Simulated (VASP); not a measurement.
# Mg2Si in VASP: further runs

Aim: see how the results for Mg2Si move with the level of theory and the settings. Levels: r2SCAN, PBE. Tasks: single point.

Everything below comes from runs of VASP 6.6.1. Logs are shortened: lines on timing, memory, paths and dates and some standing lists are left out, and cuts for length are marked.

### Step 1. The cell of the first run

It takes space group Fm-3m (No. 225, cubic). The conventional cell has a = 6.338 Å, b = 6.338 Å, c = 6.338 Å, α = 90.00°, β = 90.00°, γ = 90.00°. Si (site symmetry m-3m) has 8 Mg at 2.74 Å within 3.6 Å. Mg (site symmetry -43m) has 4 Si at 2.74 Å and 6 Mg at 3.17 Å within 3.6 Å.

### Step 2. Single point, r2SCAN

POSCAR

```
Mg2Si
1.0
    0.0000000000      3.1689631868      3.1689631868
    3.1689631868      0.0000000000      3.1689631868
    3.1689631868      3.1689631868      0.0000000000
Si Mg
1 2
Direct
    0.0000000000      0.0000000000      0.0000000000
    0.2500000000      0.2500000000      0.2500000000
    0.7500000000      0.7500000000      0.7500000000
```

INCAR.step1

```
SYSTEM = Mg2Si
ALGO = Normal
EDIFF = 1E-5
ENCUT = 660
GGA = PE
GGA_COMPAT = .False.
ISMEAR = 0
LASPH = .True.
LCHARG = .False.
LREAL = .False.
LWAVE = .True.
NBANDS = 11
NELM = 120
PREC = Accurate
SIGMA = 0.01
```

INCAR.step2

```
SYSTEM = Mg2Si
ALGO = Normal
EDIFF = 1E-6
ENCUT = 660
GGA_COMPAT = .False.
ISIF = 2
ISMEAR = 0
ISTART = 1
LASPH = .True.
LCHARG = .True.
LELF = .True.
LMIXTAU = .True.
LREAL = .False.
LVHAR = .True.
LWAVE = .False.
METAGGA = R2SCAN
NBANDS = 11
NELM = 120
PREC = Accurate
SIGMA = 0.01
```

KPOINTS

```
k-points
0
Gamma
  8 8 8
  0 0 0
```

Potentials or basis: VASP PAW PBE potentials, release 64 (Si, Mg).

Run with:

```sh
$ cat potpaw_PBE.64/Si/POTCAR potpaw_PBE.64/Mg/POTCAR > POTCAR
$ cp INCAR.step1 INCAR
$ mpirun -np 1 vasp_std > vasp.out
$ cp INCAR.step2 INCAR
$ mpirun -np 1 vasp_std > vasp.out
```

OUTCAR:

```text
SYSTEM = Mg2Si
   EDIFF = 1E-6
   ENCUT = 660
   ISIF = 2
   ISMEAR = 0
   ISTART = 1
   LASPH = .True.
   LREAL = .False.
   METAGGA = R2SCAN
   NELM = 120
   PREC = Accurate

 ion  position               nearest neighbor table
   1  0.000  0.000  0.000-   2 2.74   3 2.74   3 2.74   3 2.74   3 2.74   2 2.74   2 2.74   2 2.74

   2  0.250  0.250  0.250-   1 2.74   1 2.74   1 2.74   1 2.74   3 3.17   3 3.17   3 3.17   3 3.17
                             3 3.17   3 3.17
   3  0.750  0.750  0.750-   1 2.74   1 2.74   1 2.74   1 2.74   2 3.17   2 3.17   2 3.17   2 3.17
                             2 3.17   2 3.17

  LATTYP: Found a face centered cubic cell.
 ALAT       =     6.3379263736

  Lattice vectors:

 A1 = (   0.0000000000,   3.1689631868,   3.1689631868)
 A2 = (   3.1689631868,   0.0000000000,   3.1689631868)
 A3 = (   3.1689631868,   3.1689631868,   0.0000000000)

Analysis of symmetry for initial positions (statically):
=====================================================================
 Subroutine PRICEL returns:
 Original cell was already a primitive cell.

 Routine SETGRP: Setting up the symmetry group for a
 face centered cubic supercell.

 Subroutine GETGRP returns: Found 48 space group operations
 (whereof 48 operations were pure point group operations)
 out of a pool of 48 trial point group operations.

The static configuration has the point symmetry O_h .

Analysis of symmetry for dynamics (positions and initial velocities):
=====================================================================
 Subroutine PRICEL returns:
 Original cell was already a primitive cell.

 Routine SETGRP: Setting up the symmetry group for a
 face centered cubic supercell.

 Subroutine GETGRP returns: Found 48 space group operations
 (whereof 48 operations were pure point group operations)
 out of a pool of 48 trial point group operations.

The dynamic configuration has the point symmetry O_h .

 Subroutine INISYM returns: Found 48 space group operations
 (whereof 48 operations are pure point group operations),
 and found     1 'primitive' translations

----------------------------------------------------------------------------------------

                                     Primitive cell

  volume of cell :      63.6475

  direct lattice vectors                    reciprocal lattice vectors
     0.000000000  3.168963187  3.168963187    -0.157780312  0.157780312  0.157780312
[... 96 lines left out ...]
   POTIM  = 0.5000    time-step for ionic-motion
   TEBEG  =    0.0;   TEEND  =   0.0 temperature during run
   PSTRESS=    0.0 pullay stress
   NELECT =       8.0000    total number of electrons
   NUPDOWN=      -1.0000    fix difference up-down
   EMIN   =  10.00;   EMAX   =-10.00  energy-range for DOS
   EFERMI =   0.00;   METHOD = LEGACY
   ISMEAR =     0;   SIGMA  =   0.01  broadening in eV -4-tet -1-fermi 0-gaus
   EFERMI_NEDOS =   21; number of points for ismear=-14 and -15
   IALGO  =     38    algorithm
   IMIX   =      4    mixing-type and parameters
     AMIX     =   0.40;   BMIX     =  1.00
     AMIX_MAG =   1.60;   BMIX_MAG =  1.00
  volume/ion in A,a.u.               =      21.22       143.17
  Fermi-wavevector in a.u.,A,eV,Ry     =   0.820057  1.549684  9.149840  0.672494
  Thomas-Fermi vector in A             =   1.930972
   LORBIT       =      0    0 simple, 1 ext, 2 COOP (PROOUT), +10 PAW based schemes
   METAGGA = R2SCAN    functional components
   LHFCALC =     F    Hartree Fock is set to
   AEXX    =    0.0000 exact exchange contribution
   IVDW    =     0    specifies the selected vdW correction
   LEPSILON=     F    determine dielectric tensor
   LRPA    =     F    only Hartree local field effects (RPA)
 non-spin polarized calculation
 Gauss-broadening in eV      SIGMA  =   0.01
  energy-cutoff  :      660.00
  volume of cell :       63.65
 maximum number of plane-waves:      2477
 NGX is ok and might be reduce to    40
   NGX = 19   NGY = 19   NGZ = 19

 number of electron       8.0000000 magnetization

 Free energy of the ion-electron system (eV)
  ---------------------------------------------------
  ext. energy  EPLUGINS =         0.00000000
  ---------------------------------------------------
  free energy    TOTEN  =       -17.68376016 eV

  energy without entropy =      -17.68376016  energy(sigma->0) =      -17.68376016

 E-fermi :   3.6526     XC(G=0):  -9.2081

 val. band max:        3.5594569075   @ k =   0.0000   0.0000   0.0000
 cond. band min:       4.0076631596   @ k =   0.5000   0.5000   0.0000
 fundamental gap:      0.4482062522
 Fermi energy:         3.6525727761

 k-point     1 :       0.0000    0.0000    0.0000
  band No.  band energies     occupation
      1      -5.9840      2.00000
      2       3.5595      2.00000
      3       3.5595      2.00000
      4       3.5595      2.00000
      5       6.0549      0.00000
      6       6.4011      0.00000
      7       6.4011      0.00000
      8       6.4011      0.00000
      9       9.5251      0.00000
     10       9.5251      0.00000
     11      11.1465      0.00000
[... 309 lines left out ...]
 k-point    24 :      -0.3750    0.2500    0.1250
  band No.  band energies     occupation
      1      -4.2118      2.00000
      2      -0.9497      2.00000
      3       1.0267      2.00000
      4       2.0370      2.00000
      5       6.0228      0.00000
      6       6.3535      0.00000
      7       8.5099      0.00000
      8       9.0948      0.00000
      9       9.9506      0.00000
     10      11.7547      0.00000
     11      13.1908      0.00000

 [... further k-points ...]

------------------------ aborting loop because EDIFF is reached ----------------------------------------

  FORCE on cell =-STRESS in cart. coord.  units (eV):
  Direction    XX          YY          ZZ          XY          YZ          ZX
  --------------------------------------------------------------------------------------
  -------------------------------------------------------------------------------------
  Total       -0.1125591     -0.1125591     -0.1125591      0.0000000      0.0000000      0.0000000
  in kB       -2.8334122     -2.8334122     -2.8334122      0.0000000      0.0000000      0.0000000
  external PRESSURE =      -2.8334122 kB  Pullay stress =       0.0000000 kB

 VOLUME and BASIS-vectors are now :
 -----------------------------------------------------------------------------
  energy-cutoff  :      660.00
  volume of cell :       63.65
      direct lattice vectors                 reciprocal lattice vectors
     0.000000000  3.168963187  3.168963187    -0.157780312  0.157780312  0.157780312
     3.168963187  0.000000000  3.168963187     0.157780312 -0.157780312  0.157780312
     3.168963187  3.168963187  0.000000000     0.157780312  0.157780312 -0.157780312

 POSITION                                       TOTAL-FORCE (eV/Angst)
 -----------------------------------------------------------------------------------
      0.00000      0.00000      0.00000         0.000000     -0.000000     -0.000000
      1.58448      1.58448      1.58448        -0.000000     -0.000000     -0.000000
      4.75344      4.75344      4.75344         0.000000      0.000000      0.000000
 -----------------------------------------------------------------------------------
    total drift:                               -0.000000      0.000000      0.000000

  FREE ENERGIE OF THE ION-ELECTRON SYSTEM (eV)
  ---------------------------------------------------
  free  energy   TOTEN  =       -17.6837601627 eV

  energy  without entropy=      -17.6837601627  energy(sigma->0) =      -17.68376016
```

OUTCAR.step1:

```text
SYSTEM = Mg2Si
   EDIFF = 1E-5
   ENCUT = 660
   GGA = PE
   ISMEAR = 0
[... 565 lines left out ...]
      0.00000      0.00000      0.00000        -0.000000     -0.000000      0.000000
      1.58448      1.58448      1.58448        -0.000000     -0.000000     -0.000000
      4.75344      4.75344      4.75344         0.000000      0.000000      0.000000
 -----------------------------------------------------------------------------------
    total drift:                               -0.000000      0.000000     -0.000000

  FREE ENERGIE OF THE ION-ELECTRON SYSTEM (eV)
  ---------------------------------------------------
  free  energy   TOTEN  =        -8.9130741171 eV

  energy  without entropy=       -8.9130741171  energy(sigma->0) =       -8.91307412
```

OSZICAR.step1:

```text
N       E                     dE             d eps       ncg     rms          rms(c)
DAV:   1     0.598391853850E+01    0.59839E+01   -0.32072E+03   638   0.649E+02
DAV:   2    -0.886915154056E+01   -0.14853E+02   -0.13913E+02   794   0.736E+01
DAV:   3    -0.946359761268E+01   -0.59445E+00   -0.59189E+00   805   0.116E+01
DAV:   4    -0.946837237492E+01   -0.47748E-02   -0.47741E-02   758   0.130E+00
DAV:   5    -0.946842400560E+01   -0.51631E-04   -0.51630E-04   808   0.141E-01    0.351E+00
DAV:   6    -0.898007934242E+01    0.48834E+00   -0.10063E+00   686   0.336E+00    0.193E+00
DAV:   7    -0.891310730484E+01    0.66972E-01   -0.36767E-01   749   0.219E+00    0.929E-01
DAV:   8    -0.891313620748E+01   -0.28903E-04   -0.14051E-02   704   0.605E-01    0.257E-01
DAV:   9    -0.891300680474E+01    0.12940E-03   -0.49807E-04   750   0.103E-01    0.131E-01
DAV:  10    -0.891308176246E+01   -0.74958E-04   -0.17495E-04   716   0.593E-02    0.483E-02
DAV:  11    -0.891307411708E+01    0.76454E-05   -0.14914E-05   478   0.149E-02
   1 F= -.89130741E+01 E0= -.89130741E+01  d E =-.385592E-11
```

Wall time 3.7 min (1 thread of Intel Xeon 8259CL, shared host); peak memory 0.26 GiB.

What came out:

- Free energy: -17.6838 eV
- Pressure: -0.3 GPa
- Band gap on the k mesh: 0.45 eV (least direct gap 2.48 eV)

Caveat: the PAW data sets were made with another functional, which shifts forces and pressure a little. A k mesh can miss the band edges.

### Step 3. Single point, r2SCAN (strain +5.0%)

POSCAR

```
Mg2Si
1.0
    0.0000000000      3.3274113461      3.3274113461
    3.3274113461      0.0000000000      3.3274113461
    3.3274113461      3.3274113461      0.0000000000
Si Mg
1 2
Direct
    0.0000000000      0.0000000000      0.0000000000
    0.2500000000      0.2500000000      0.2500000000
    0.7500000000      0.7500000000      0.7500000000
```

INCAR.step1

```
SYSTEM = Mg2Si
PREC = Accurate
ENCUT = 660
ISMEAR = 0
SIGMA = 0.01
LREAL = .FALSE.
LASPH = .TRUE.
NELM = 120
NBANDS = 11
GGA = PE
ALGO = Normal
EDIFF = 1E-5
LWAVE = .TRUE.
LCHARG = .FALSE.
GGA_COMPAT = .FALSE.
```

INCAR.step2

```
SYSTEM = Mg2Si
PREC = Accurate
ENCUT = 660
EDIFF = 1E-6
ISMEAR = 0
SIGMA = 0.01
LREAL = .FALSE.
LASPH = .TRUE.
NELM = 120
ALGO = Normal
ISIF = 2
LWAVE = .FALSE.
LCHARG = .FALSE.
METAGGA = R2SCAN
LMIXTAU = .TRUE.
NBANDS = 11
ISTART = 1
GGA_COMPAT = .FALSE.
```

KPOINTS

```
Automatic mesh
0
G
  8 8 8
  0 0 0
```

Potentials or basis: VASP PAW PBE potentials, release 64 (Si, Mg).

Run with:

```sh
$ cat potpaw_PBE.64/Si/POTCAR potpaw_PBE.64/Mg/POTCAR > POTCAR
$ cp INCAR.step1 INCAR
$ mpirun -np 1 vasp_std > vasp.out
$ cp INCAR.step2 INCAR
$ mpirun -np 1 vasp_std > vasp.out
```

Run time: 3.9 min. Hardware: 1 thread of Intel Xeon 8259CL, shared host; peak memory 0.27 GiB.

Results (log left out):

| Property | Result |
| --- | --- |
| Free energy | -17.4426 eV |
| Pressure | -6.6 GPa |
| Band gap on the k mesh | 0.52 eV (least direct gap 1.59 eV) |

Levels at points of the mesh, in eV from the valence-band top:
```csv
k point,band 2,band 3,band 4,band 5,band 6,band 7
"(0.00, 0.00, 0.00)",0.00,0.00,0.00,1.59,2.63,2.63
"(0.50, 0.00, 0.00)",-4.46,-0.69,-0.69,1.16,2.73,2.73
"(0.50, 0.50, 0.00)",-4.20,-1.85,-1.85,0.52,0.58,7.81
```

Caveat: the cell differs from its parent crystal (strain +5.0%); the cell stands under tension; the PAW data sets were made with another functional, which shifts forces and pressure a little. A k mesh can miss the band edges.

(Part 1 of 2 ends here.)
